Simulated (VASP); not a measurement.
# GdN (P4/nmm) in VASP: notebook, part 2 of 2

VASP 6.6.1. The steps go on from the part before.

## (3) Single point, PBE, collinear spin, ferromagnetic start

The input, INCAR:

```
PREC = Accurate
ENCUT = 520
EDIFF = 1E-6
ISMEAR = 0
SIGMA = 0.05
LREAL = F
LASPH = T
NELM = 150
ALGO = Normal
ISIF = 2
LWAVE = F
LCHARG = T
ISPIN = 2
MAGMOM = 7 7 0 0
LORBIT = 11
LMAXMIX = 6
GGA = PE
LELF = T
LVHAR = T
NBANDS = 35
```

The input, KPOINTS:

```
Automatic mesh
0
Gamma
  8 8 8
```

The input, POSCAR:

```
GdN
1.0
    4.2975026518      0.0000000000      0.0000000000
    0.0000000000      4.2975026518      0.0000000000
    0.0000000000      0.0000000000      3.5650816776
Gd N
2 2
Direct
    0.5000000000      0.0000000000      0.2485409416
    0.0000000000      0.5000000000      0.7514590584
    0.0000000000      0.0000000000      0.0000000000
    0.5000000000      0.5000000000      0.0000000000
```

Potentials or basis: VASP PAW PBE potentials, release 64 (Gd, N).

Command:

```bash
cat potpaw_PBE.64/Gd/POTCAR potpaw_PBE.64/N/POTCAR > POTCAR
mpirun -np 1 vasp_std > vasp.out
```

OUTCAR:

```text
PREC = Accurate
   ENCUT = 520
   EDIFF = 1E-6
   ISMEAR = 0
   LREAL = F
   LASPH = T
   NELM = 150
   ISIF = 2
   ISPIN = 2
   LORBIT = 11
   GGA = PE

 ion  position               nearest neighbor table
   1  0.500  0.000  0.249-   3 2.32   4 2.32   4 2.32   3 2.32   2 3.52   2 3.52   2 3.52   2 3.52
                             2 3.53   2 3.53   2 3.53   2 3.53
   2  0.000  0.500  0.751-   3 2.32   4 2.32   3 2.32   4 2.32   1 3.52   1 3.52   1 3.52   1 3.52
                             1 3.53   1 3.53   1 3.53   1 3.53
   3  0.000  0.000  0.000-   1 2.32   2 2.32   2 2.32   1 2.32
   4  0.500  0.500  0.000-   1 2.32   2 2.32   1 2.32   2 2.32

  LATTYP: Found a simple tetragonal cell.
 ALAT       =     4.2975026518
 C/A-ratio  =     0.8295705591

  Lattice vectors:

 A1 = (   4.2975026518,   0.0000000000,   0.0000000000)
 A2 = (   0.0000000000,   4.2975026518,   0.0000000000)
 A3 = (   0.0000000000,   0.0000000000,   3.5650816776)

Analysis of symmetry for initial positions (statically):
=====================================================================
 Subroutine PRICEL returns:
 Original cell was already a primitive cell.

 Routine SETGRP: Setting up the symmetry group for a
 simple tetragonal supercell.

 Subroutine GETGRP returns: Found 16 space group operations
 (whereof  8 operations were pure point group operations)
 out of a pool of 16 trial point group operations.

The static configuration has the point symmetry D_2d.
 The point group associated with its full space group is D_4h.

Analysis of symmetry for dynamics (positions and initial velocities):
=====================================================================
 Subroutine PRICEL returns:
 Original cell was already a primitive cell.

 Routine SETGRP: Setting up the symmetry group for a
 simple tetragonal supercell.

 Subroutine GETGRP returns: Found 16 space group operations
 (whereof  8 operations were pure point group operations)
 out of a pool of 16 trial point group operations.

The dynamic configuration has the point symmetry D_2d.
 The point group associated with its full space group is D_4h.

Analysis of structural, dynamic, and magnetic symmetry:
=====================================================================
 Subroutine PRICEL returns:
 Original cell was already a primitive cell.

 Routine SETGRP: Setting up the symmetry group for a
 simple tetragonal supercell.

 Subroutine GETGRP returns: Found 16 space group operations
 (whereof  8 operations were pure point group operations)
 out of a pool of 16 trial point group operations.

The overall configuration has the point symmetry D_2d.
 The point group associated with its full space group is D_4h.

 Subroutine INISYM returns: Found 16 space group operations
 (whereof  8 operations are pure point group operations),
 and found     1 'primitive' translations

----------------------------------------------------------------------------------------

                                     Primitive cell

  volume of cell :      65.8418

[... 86 lines left out ...]
   ISPIN  =      2    spin polarized calculation?
   LNONCOLLINEAR =      F non collinear calculations
   LSORBIT =      F    spin-orbit coupling
   LASPH  =      T    aspherical Exc in radial PAW
   ENCUT  =  520.0 eV  38.22 Ry    6.18 a.u.   7.99  7.99  6.63*2*pi/ulx,y,z
   NELM   =    150;   NELMIN=  2; NELMDL= -5     # of ELM steps
   EDIFF  = 0.1E-05   stopping-criterion for ELM
   LREAL  =      F    real-space projection
   EDIFFG = 0.1E-04   stopping-criterion for IOM
   NSW    =      0    number of steps for IOM
   IBRION =     -1    ionic relax: 0-MD 1-quasi-New 2-CG
   NFREE  =      0    steps in history (QN), initial steepest desc. (CG)
   ISIF   =      2    stress and relaxation
   ISYM   =      2    0-nonsym 1-usesym 2-fastsym
   POTIM  = 0.5000    time-step for ionic-motion
   TEBEG  =    0.0;   TEEND  =   0.0 temperature during run
   PSTRESS=    0.0 pullay stress
   NELECT =      46.0000    total number of electrons
   NUPDOWN=      -1.0000    fix difference up-down
   EMIN   =  10.00;   EMAX   =-10.00  energy-range for DOS
   EFERMI =   0.00;   METHOD = LEGACY
   ISMEAR =     0;   SIGMA  =   0.05  broadening in eV -4-tet -1-fermi 0-gaus
   EFERMI_NEDOS =   21; number of points for ismear=-14 and -15
   IALGO  =     38    algorithm
   IMIX   =      4    mixing-type and parameters
     AMIX     =   0.40;   BMIX     =  1.00
     AMIX_MAG =   1.60;   BMIX_MAG =  1.00
  volume/ion in A,a.u.               =      16.46       111.08
  Fermi-wavevector in a.u.,A,eV,Ry     =   1.452647  2.745105 28.710798  2.110184
  Thomas-Fermi vector in A             =   2.570005
   LORBIT       =     11    0 simple, 1 ext, 2 COOP (PROOUT), +10 PAW based schemes
   GGA     = PE    functional components
   LHFCALC =     F    Hartree Fock is set to
   AEXX    =    0.0000 exact exchange contribution
   IVDW    =     0    specifies the selected vdW correction
   LEPSILON=     F    determine dielectric tensor
   LRPA    =     F    only Hartree local field effects (RPA)
 spin polarized calculation
 Gauss-broadening in eV      SIGMA  =   0.05
  energy-cutoff  :      520.00
  volume of cell :       65.84
 maximum number of plane-waves:      1792
 NGX is ok and might be reduce to    32
   NGX = 15   NGY = 15   NGZ = 13

 number of electron      45.9999993 magnetization       9.6118972

 number of electron      45.9999981 magnetization      13.9999455

 Free energy of the ion-electron system (eV)
  ---------------------------------------------------
  ext. energy  EPLUGINS =         0.00000000
  ---------------------------------------------------
  free energy    TOTEN  =       -44.95052089 eV

  energy without entropy =      -44.95052089  energy(sigma->0) =      -44.95052089

 E-fermi :   4.1906     XC(G=0): -11.1596

 val. band max:        3.9722764302   @ k =   0.2500   0.2500   0.0000
 cond. band min:       4.4071461681   @ k =   0.0000   0.0000   0.0000
 fundamental gap:      0.4348697379
 Fermi energy:         4.1905823005

 spin component 1

 k-point     1 :       0.0000    0.0000    0.0000
  band No.  band energies     occupation
      1     -40.1974      1.00000
      2     -40.0721      1.00000
      3     -17.9005      1.00000
      4     -17.9005      1.00000
      5     -17.7999      1.00000
      6     -17.3645      1.00000
[... 901 lines left out ...]
     34       6.7721      0.00000
     35       7.9298      0.00000

 [... further k-points ...]

 spin component 2

 k-point     1 :       0.0000    0.0000    0.0000
  band No.  band energies     occupation
      1     -37.1134      1.00000
      2     -36.9507      1.00000
      3     -15.8426      1.00000
      4     -15.8426      1.00000
      5     -15.7251      1.00000
      6     -15.1500      1.00000
[... 901 lines left out ...]
     34       7.6909      0.00000
     35       8.8562      0.00000

 [... further k-points ...]
[... 5 lines left out ...]
  --------------------------------------------------------------------------------------
  -------------------------------------------------------------------------------------
  Total        0.1124796      0.1124796     -0.0048412      0.0000000      0.0000000      0.0000000
  in kB        2.7370487      2.7370487     -0.1178040      0.0000000      0.0000000      0.0000000
  external PRESSURE =       1.7854311 kB  Pullay stress =       0.0000000 kB

 VOLUME and BASIS-vectors are now :
 -----------------------------------------------------------------------------
  energy-cutoff  :      520.00
  volume of cell :       65.84
      direct lattice vectors                 reciprocal lattice vectors
     4.297502652  0.000000000  0.000000000     0.232693283  0.000000000  0.000000000
     0.000000000  4.297502652  0.000000000     0.000000000  0.232693283  0.000000000
     0.000000000  0.000000000  3.565081678     0.000000000  0.000000000  0.280498482

 POSITION                                       TOTAL-FORCE (eV/Angst)
 -----------------------------------------------------------------------------------
      2.14875      0.00000      0.88607         0.000000      0.000000      0.020045
      0.00000      2.14875      2.67901         0.000000      0.000000     -0.020045
      0.00000      0.00000      0.00000         0.000000     -0.000000      0.000000
      2.14875      2.14875      0.00000         0.000000     -0.000000      0.000000
 -----------------------------------------------------------------------------------
    total drift:                                0.000000      0.000000      0.000000

  FREE ENERGIE OF THE ION-ELECTRON SYSTEM (eV)
  ---------------------------------------------------
  free  energy   TOTEN  =       -44.9505208911 eV

  energy  without entropy=      -44.9505208911  energy(sigma->0) =      -44.95052089

 total charge

# of ion       s       p       d       f       tot
--------------------------------------------------
    1        2.038   5.625   0.602   7.035  15.300
    2        2.038   5.625   0.602   7.035  15.300
    3        1.265   2.384   0.000   0.000   3.649
    4        1.265   2.384   0.000   0.000   3.649
--------------------------------------------------
tot          6.606  16.018   1.205  14.070  37.898

 magnetization (x)

# of ion       s       p       d       f       tot
--------------------------------------------------
    1       -0.003  -0.079   0.073   6.777   6.768
    2       -0.003  -0.079   0.073   6.777   6.768
    3       -0.004  -0.028   0.000   0.000  -0.032
    4       -0.004  -0.028   0.000   0.000  -0.032
--------------------------------------------------
tot         -0.013  -0.214   0.145  13.555  13.472
```

OSZICAR:

```text
N       E                     dE             d eps       ncg     rms          rms(c)
DAV:   1     0.333146318185E+03    0.33315E+03   -0.15821E+04 15327   0.665E+03
DAV:   2     0.438533986645E+02   -0.28929E+03   -0.23950E+03 15762   0.506E+02
DAV:   3    -0.355690799650E+02   -0.79422E+02   -0.75430E+02 17496   0.236E+02
DAV:   4    -0.460211422952E+02   -0.10452E+02   -0.10295E+02 19630   0.775E+01
[... 12 lines left out ...]
DAV:  77    -0.449505217300E+02    0.12265E-04   -0.16320E-05 15212   0.155E-01    0.770E-01
DAV:  78    -0.449505212354E+02    0.49464E-06   -0.12307E-05 15458   0.859E-02    0.524E-01
DAV:  79    -0.449505198873E+02    0.13481E-05   -0.20577E-06  9863   0.770E-02    0.382E-01
DAV:  80    -0.449505202071E+02   -0.31985E-06   -0.13736E-05 11209   0.466E-02    0.312E-01
DAV:  81    -0.449505208911E+02   -0.68399E-06   -0.39282E-06 11313   0.543E-02
   1 F= -.44950521E+02 E0= -.44950521E+02  d E =-.776189E-12  mag=    14.0000
```

Run time: 39 min. Hardware: 1 thread of AMD EPYC 7R13 (Zen 3), shared host; peak memory 0.36 GiB.

Results:

```yaml
Free_energy: -44.9505 eV
Pressure: 0.2 GPa
Largest_force: 0.020 eV/Å
Band_gap_on_the_k_mesh: 0.43 eV (least direct gap 0.68 eV)
Net_moment: 14.00 μB per cell
Site_moments: Gd +6.77; N -0.03 μB
Valence_electrons_inside_the_program's_atomic_spheres: Gd 15.30; N 3.65
```

Forces on the atoms (eV/Å):
```
Gd   0.000  0.000  0.020
Gd   0.000  0.000 -0.020
N    0.000  0.000  0.000
N    0.000  0.000  0.000
```

Stress tensor (GPa, compression positive):
```
 0.27  0.00  0.00
 0.00  0.27  0.00
 0.00  0.00 -0.01
```

Caveat: spin-orbit coupling is left out, which moves the levels of the heavy elements; semilocal functionals describe open f shells poorly, which spoils levels, moments and volumes. The state reached can hang on the start; a lower one may exist.
